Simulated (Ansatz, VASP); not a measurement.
**One calculation of CdH, two programs**

```xyz
2
Lattice="0.0000 2.4116 2.4116 2.4116 0.0000 2.4116 2.4116 2.4116 0.0000" Properties=species:S:1:pos:R:3 pbc="T T T"
Cd    0.0000    0.0000    0.0000
H     2.4116    2.4116    2.4116
```

Alike in both runs: functional PBE; k mesh 20 × 20 × 20; occupations gaussian, width 0.1 eV; no spin polarisation.

Ansatz relaxed the structure, and its values are those at the end. VASP's run is a single point on that final structure, the one shown.

```csv
,VASP,Ansatz
version,VASP 6.6.1,Ansatz 0.2.0
potentials or method,"VASP PAW PBE potentials, release 64 (Cd, H), cutoff 520 eV","scalar-relativistic, plane waves, PAW"
valence electrons in the cell,13,21
```

```tsv
	VASP	Ansatz	Ansatz less VASP
gap on the k mesh at the Fermi level (eV)	none	none	-
pressure (GPa)	0.1	0.0	-0.17
```

A gap of «none» marks a metal or a gap that the smearing closes. With one functional, cell and mesh, what is left measures potentials, basis and numerics. VASP's potentials hold 13 valence electrons a cell and Ansatz's 21, so a difference there can come from the potentials and not from the codes.
